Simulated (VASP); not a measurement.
# MoS2 (P-6m2) in VASP: single point with PBE-based global hybrid with 10 % exact exchange

Aim: the single point of MoS2 with PBE-based global hybrid with 10 % exact exchange.

All numbers are computed with VASP 6.6.1; they aren't measurements. Logs are shortened: lines on timing, memory, paths and dates and some standing lists are left out, and cuts for length are marked.

### 1 The cell of the first run

It takes space group P-6m2 (No. 187, hexagonal). Conventional cell: a = 3.171 Å, b = 3.171 Å, c = 6.810 Å, α = 90.00°, β = 90.00°, γ = 120.00°. Mo (site symmetry -6m2) has 6 S at 2.40 Å and 6 Mo at 3.17 Å within 3.2 Å. Within 3.2 Å of S (site symmetry 3m) lie 3 Mo at 2.40 Å and 7 S at 3.11 to 3.17 Å.

### 2 Single point, PBE-based global hybrid with 10 % exact exchange

Contents of POSCAR:

```
MoS2
1.0
    3.1710536536      0.0000000000      0.0000000000
   -1.5855268268      2.7462130208      0.0000000000
    0.0000000000      0.0000000000      6.8097212861
Mo S
1 2
Direct
    0.0000000000      0.0000000000      0.0000000000
    0.3333333333      0.6666666667      0.2285695381
    0.3333333333      0.6666666667      0.7714304619
```

Contents of INCAR.step1:

```
PREC = Accurate
ENCUT = 520
EDIFF = 1E-5
ISMEAR = 0
SIGMA = 0.01
LREAL = F
LASPH = T
NELM = 60
ALGO = Normal
ISIF = 2
LWAVE = T
LCHARG = F
GGA = PE
NBANDS = 20
```

Contents of INCAR.step2:

```
PREC = Accurate
ENCUT = 520
EDIFF = 1E-6
ISMEAR = 0
SIGMA = 0.01
LREAL = F
LASPH = T
NELM = 60
ALGO = Normal
ISIF = 2
LWAVE = F
LCHARG = F
GGA = PE
LHFCALC = T
AEXX = 0.1
PRECFOCK = Normal
ISTART = 1
NBANDS = 20
```

Contents of KPOINTS:

```
regular mesh
0
Gamma
  6 6 2
```

Potentials or basis: VASP PAW PBE potentials, release 64 (Mo_sv, S).

The run is started by

```sh
> cat potpaw_PBE.64/Mo_sv/POTCAR potpaw_PBE.64/S/POTCAR > POTCAR
> cp INCAR.step1 INCAR
> mpirun -np 1 vasp_std > vasp.out
> cp INCAR.step2 INCAR
> mpirun -np 1 vasp_std > vasp.out
```

OUTCAR:

```text
PREC = Accurate
   ENCUT = 520
   EDIFF = 1E-6
   ISMEAR = 0
   LREAL = F
   LASPH = T
   NELM = 60
   ISIF = 2
   GGA = PE
   LHFCALC = T
   AEXX = 0.1
   PRECFOCK = Normal
   ISTART = 1

 ion  position               nearest neighbor table
   1  0.000  0.000  0.000-   2 2.40   3 2.40   2 2.40   3 2.40   2 2.40   3 2.40
   2  0.333  0.667  0.229-   1 2.40   1 2.40   1 2.40
   3  0.333  0.667  0.771-   1 2.40   1 2.40   1 2.40

  LATTYP: Found a hexagonal cell.
 ALAT       =     3.1710536536
 C/A-ratio  =     2.1474632819

  Lattice vectors:

 A1 = (   3.1710536536,   0.0000000000,   0.0000000000)
 A2 = (  -1.5855268268,   2.7462130208,   0.0000000000)
 A3 = (   0.0000000000,   0.0000000000,   6.8097212861)

Analysis of symmetry for initial positions (statically):
=====================================================================
 Subroutine PRICEL returns:
 Original cell was already a primitive cell.

 Routine SETGRP: Setting up the symmetry group for a
 hexagonal supercell.

 Subroutine GETGRP returns: Found 12 space group operations
 (whereof 12 operations were pure point group operations)
 out of a pool of 24 trial point group operations.

The static configuration has the point symmetry D_3h.

Analysis of symmetry for dynamics (positions and initial velocities):
=====================================================================
 Subroutine PRICEL returns:
 Original cell was already a primitive cell.

 Routine SETGRP: Setting up the symmetry group for a
 hexagonal supercell.

 Subroutine GETGRP returns: Found 12 space group operations
 (whereof 12 operations were pure point group operations)
 out of a pool of 24 trial point group operations.

The dynamic configuration has the point symmetry D_3h.

 Subroutine INISYM returns: Found 12 space group operations
 (whereof 12 operations are pure point group operations),
 and found     1 'primitive' translations

----------------------------------------------------------------------------------------

                                     Primitive cell

  volume of cell :      59.3017

  direct lattice vectors                    reciprocal lattice vectors
     3.171053654  0.000000000  0.000000000     0.315352595  0.182068906  0.000000000
    -1.585526827  2.746213021  0.000000000     0.000000000  0.364137812  0.000000000
     0.000000000  0.000000000  6.809721286     0.000000000  0.000000000  0.146848888

  length of vectors
     3.171053654  3.171053654  6.809721286     0.364137812  0.364137812  0.146848888

  position of ions in fractional coordinates (direct lattice)
     0.000000000  0.000000000  0.000000000
     0.333333333  0.666666667  0.228569538
     0.333333333  0.666666667  0.771430462

  ion indices of the primitive-cell ions
   primitive index   ion index
                 1           1
                 2           2
                 3           3

----------------------------------------------------------------------------------------

 KPOINTS: regular mesh

Automatic generation of k-mesh.
 Grid dimensions read from file:
 generate k-points for:    6    6    2

 Generating k-lattice:

  Cartesian coordinates                     Fractional coordinates (reciprocal lattice)
     0.052558766  0.030344818  0.000000000     0.166666667  0.000000000  0.000000000
     0.000000000  0.060689635  0.000000000     0.000000000  0.166666667  0.000000000
     0.000000000  0.000000000  0.073424444     0.000000000  0.000000000  0.500000000

  Length of vectors
     0.060689635  0.060689635  0.073424444

  Shift w.r.t. Gamma in fractional coordinates (k-lattice)
     0.000000000  0.000000000  0.000000000

 Subroutine IBZKPT returns following result:
 ===========================================

 Found     14 irreducible k-points:

 Following reciprocal coordinates:
            Coordinates               Weight
  0.000000  0.000000  0.000000      1.000000
  0.166667  0.000000  0.000000      6.000000
  0.333333  0.000000  0.000000      6.000000
  0.500000  0.000000  0.000000      3.000000
  0.166667  0.166667  0.000000      6.000000
  0.333333  0.166667  0.000000     12.000000
  0.333333  0.333333  0.000000      2.000000
  0.000000  0.000000  0.500000      1.000000
  0.166667  0.000000  0.500000      6.000000
  0.333333  0.000000  0.500000      6.000000
  0.500000  0.000000  0.500000      3.000000
  0.166667  0.166667  0.500000      6.000000
  0.333333  0.166667  0.500000     12.000000
  0.333333  0.333333  0.500000      2.000000
   k-points           NKPTS =     14   k-points in BZ     NKDIM =     72   number of bands    NBANDS=     20
   number of dos      NEDOS =    301   number of ions     NIONS =      3
   total plane-waves  NPLWV =  31104
   dimension x,y,z NGX =    24 NGY =   24 NGZ =   54
   dimension x,y,z NGXF=    48 NGYF=   48 NGZF=  108
   ions per type =               1   2
   NGX,Y,Z   is equivalent  to a cutoff of  12.58, 12.58, 13.18 a.u.
   NGXF,Y,Z  is equivalent  to a cutoff of  25.16, 25.16, 26.37 a.u.
 SYSTEM =  unknown system
   PREC   = accura    normal or accurate (medium, high low for compatibility)
   ISTART =      1    job   : 0-new  1-cont  2-samecut
   ICHARG =      0    charge: 1-file 2-atom 10-const
   ISPIN  =      1    spin polarized calculation?
   LNONCOLLINEAR =      F non collinear calculations
   LSORBIT =      F    spin-orbit coupling
   LASPH  =      T    aspherical Exc in radial PAW
   ENCUT  =  520.0 eV  38.22 Ry    6.18 a.u.   5.90  5.90 12.66*2*pi/ulx,y,z
   NELM   =     60;   NELMIN=  2; NELMDL=  0     # of ELM steps
   EDIFF  = 0.1E-05   stopping-criterion for ELM
   LREAL  =      F    real-space projection
   EDIFFG = 0.1E-04   stopping-criterion for IOM
   NSW    =      0    number of steps for IOM
   IBRION =     -1    ionic relax: 0-MD 1-quasi-New 2-CG
   NFREE  =      0    steps in history (QN), initial steepest desc. (CG)
   ISIF   =      2    stress and relaxation
   ISYM   =      3    0-nonsym 1-usesym 2-fastsym
   POTIM  = 0.5000    time-step for ionic-motion
   TEBEG  =    0.0;   TEEND  =   0.0 temperature during run
   PSTRESS=    0.0 pullay stress
   NELECT =      26.0000    total number of electrons
   NUPDOWN=      -1.0000    fix difference up-down
   EMIN   =  10.00;   EMAX   =-10.00  energy-range for DOS
   EFERMI =   0.00;   METHOD = LEGACY
   ISMEAR =     0;   SIGMA  =   0.01  broadening in eV -4-tet -1-fermi 0-gaus
   EFERMI_NEDOS =   21; number of points for ismear=-14 and -15
   IALGO  =     38    algorithm
   IMIX   =      1    mixing-type and parameters
     AMIX     =   0.40;   BMIX     =  1.00
     AMIX_MAG =   1.60;   BMIX_MAG =  1.00
  volume/ion in A,a.u.               =      19.77       133.40
  Fermi-wavevector in a.u.,A,eV,Ry     =   1.243685  2.350223 21.044828  1.546751
  Thomas-Fermi vector in A             =   2.377984
   LORBIT       =      0    0 simple, 1 ext, 2 COOP (PROOUT), +10 PAW based schemes
   GGA     = PE    functional components
   LHFCALC =     T    Hartree Fock is set to
   PRECFOCK=normal    Normal, Fast or Accurate (Low or Medium for compatibility)
   ENCUT4O =  -1.0   cutoff for four orbital integrals eV
   NKREDX  =     1    reduce k-point grid by
   NKREDY  =     1    reduce k-point grid by
   NKREDZ  =     1    reduce k-point grid by
   AEXX    =    0.1000 exact exchange contribution
   HFSCREEN=    0.0000 screening length (either q_TF or 0.3 A-1)
   HFSCREENC=   0.0000 screening length for correlation (either q_TF or 0.3 A-1)
   ENCUTFOCK=  -1.0 apply spherical cutoff to Coloumb kernel
   IVDW    =     0    specifies the selected vdW correction
   LEPSILON=     F    determine dielectric tensor
   LRPA    =     F    only Hartree local field effects (RPA)
 non-spin polarized calculation
 Gauss-broadening in eV      SIGMA  =   0.01
  energy-cutoff  :      520.00
  volume of cell :       59.30
 maximum number of plane-waves:      1614
 NGX is ok and might be reduce to    24
  NGX = 18; NGY = 18; NGZ = 40

 number of electron      26.0000000 magnetization

 Free energy of the ion-electron system (eV)
  ---------------------------------------------------
  ext. energy  EPLUGINS =         0.00000000
  ---------------------------------------------------
  free energy    TOTEN  =       -24.44300633 eV

  energy without entropy =      -24.44300633  energy(sigma->0) =      -24.44300633

 E-fermi :   5.9123     XC(G=0):  -9.2002

 val. band max:        5.7155613469   @ k =   0.0000   0.0000   0.5000
 cond. band min:       7.4703479234   @ k =   0.3333   0.3333   0.0000
 fundamental gap:      1.7547865764
 Fermi energy:         5.9122605034

 k-point     1 :       0.0000    0.0000    0.0000
  band No.  band energies     occupation
      1     -57.1853      2.00000
      2     -30.7665      2.00000
      3     -30.5316      2.00000
      4     -30.5316      2.00000
      5      -9.5452      2.00000
      6      -8.0515      2.00000
[... 12 lines left out ...]
     19      13.7100      0.00000
     20      15.2651      0.00000

 k-point     2 :       0.1667    0.0000    0.0000
  band No.  band energies     occupation
      1     -57.1747      2.00000
      2     -30.7455      2.00000
      3     -30.6388      2.00000
      4     -30.5561      2.00000
      5      -9.1270      2.00000
      6      -7.8893      2.00000
[... 12 lines left out ...]
     19      14.5013      0.00000
     20      15.9290      0.00000

 k-point     3 :       0.3333    0.0000    0.0000
  band No.  band energies     occupation
      1     -57.1535      2.00000
      2     -30.8480      2.00000
      3     -30.7031      2.00000
      4     -30.6047      2.00000
      5      -8.1533      2.00000
      6      -7.5193      2.00000
[... 12 lines left out ...]
     19      13.7555      0.00000
     20      14.6590      0.00000

 k-point     4 :       0.5000    0.0000    0.0000
  band No.  band energies     occupation
      1     -57.1428      2.00000
      2     -30.9504      2.00000
      3     -30.6817      2.00000
      4     -30.6289      2.00000
      5      -7.5509      2.00000
      6      -7.3034      2.00000
[... 199 lines left out ...]
 k-point    13 :       0.3333    0.1667    0.5000
  band No.  band energies     occupation
      1     -57.1428      2.00000
      2     -30.8978      2.00000
      3     -30.6833      2.00000
      4     -30.6818      2.00000
      5      -7.5036      2.00000
      6      -7.3643      2.00000
[... 12 lines left out ...]
     19      14.3640      0.00000
     20      15.6620      0.00000

 k-point    14 :       0.3333    0.3333    0.5000
  band No.  band energies     occupation
      1     -57.1374      2.00000
      2     -30.8437      2.00000
      3     -30.8023      2.00000
      4     -30.6712      2.00000
      5      -7.2093      2.00000
      6      -7.1978      2.00000
[... 12 lines left out ...]
     19      14.5622      0.00000
     20      14.7727      0.00000

------------------------ aborting loop because EDIFF is reached ----------------------------------------

  FORCE on cell =-STRESS in cart. coord.  units (eV):
  Direction    XX          YY          ZZ          XY          YZ          ZX
  --------------------------------------------------------------------------------------
  -------------------------------------------------------------------------------------
  Total       -0.0916961     -0.0916961      0.3599163      0.0000000     -0.0000000     -0.0000000
  in kB       -2.4773885     -2.4773885      9.7239995      0.0000000     -0.0000000     -0.0000000
  external PRESSURE =       1.5897408 kB  Pullay stress =       0.0000000 kB

 VOLUME and BASIS-vectors are now :
 -----------------------------------------------------------------------------
  energy-cutoff  :      520.00
  volume of cell :       59.30
      direct lattice vectors                 reciprocal lattice vectors
     3.171053654  0.000000000  0.000000000     0.315352595  0.182068906  0.000000000
    -1.585526827  2.746213021  0.000000000     0.000000000  0.364137812  0.000000000
     0.000000000  0.000000000  6.809721286     0.000000000  0.000000000  0.146848888

 POSITION                                       TOTAL-FORCE (eV/Angst)
 -----------------------------------------------------------------------------------
      0.00000      0.00000      0.00000         0.000000     -0.000000      0.000000
     -0.00000      1.83081      1.55649        -0.000000      0.000000     -0.091418
     -0.00000      1.83081      5.25323        -0.000000      0.000000      0.091418
 -----------------------------------------------------------------------------------
    total drift:                               -0.000008      0.000005     -0.000011

  FREE ENERGIE OF THE ION-ELECTRON SYSTEM (eV)
  ---------------------------------------------------
  free  energy   TOTEN  =       -24.4430063263 eV

  energy  without entropy=      -24.4430063263  energy(sigma->0) =      -24.44300633
```

Run time: 33 min. Hardware: 1 thread of AMD EPYC 7R43 (Zen 3), shared host; peak memory 0.16 GiB.

Results:

```
Free energy            : -24.4430 eV
Pressure               : 0.2 GPa
Largest force          : 0.091 eV/Å
Band gap on the k mesh : 1.75 eV (least direct gap 2.15 eV)
```

Forces in eV/Å, atoms in the order of the input:
```
Mo   0.000  0.000  0.000
S    0.000  0.000 -0.091
S    0.000  0.000  0.091
```

Stress tensor (GPa, compression positive):
```
-0.25  0.00  0.00
 0.00 -0.25  0.00
 0.00  0.00  0.97
```

Levels at points of the mesh, in eV from the valence-band top:
```tsv
k point	band 9	band 10	band 11	band 12	band 13	band 14	band 15	band 16	band 17	band 18
(0.00, 0.00, 0.00)	-3.23	-2.00	-2.00	-1.67	-0.79	2.99	2.99	3.20	3.20	6.31
(0.50, 0.00, 0.00)	-4.95	-3.78	-2.14	-1.50	-1.27	2.41	2.89	4.43	4.69	5.87
(0.00, 0.00, 0.50)	-3.23	-2.94	-2.01	-2.01	0.00	2.94	2.94	3.26	3.26	6.57
(0.50, 0.00, 0.50)	-4.64	-3.80	-2.79	-1.45	-0.95	2.42	3.03	3.87	4.55	7.13
```

Caveat: the k points lie up to 0.46 Å⁻¹ apart; the PAW data sets were made with another functional, which shifts forces and pressure a little.
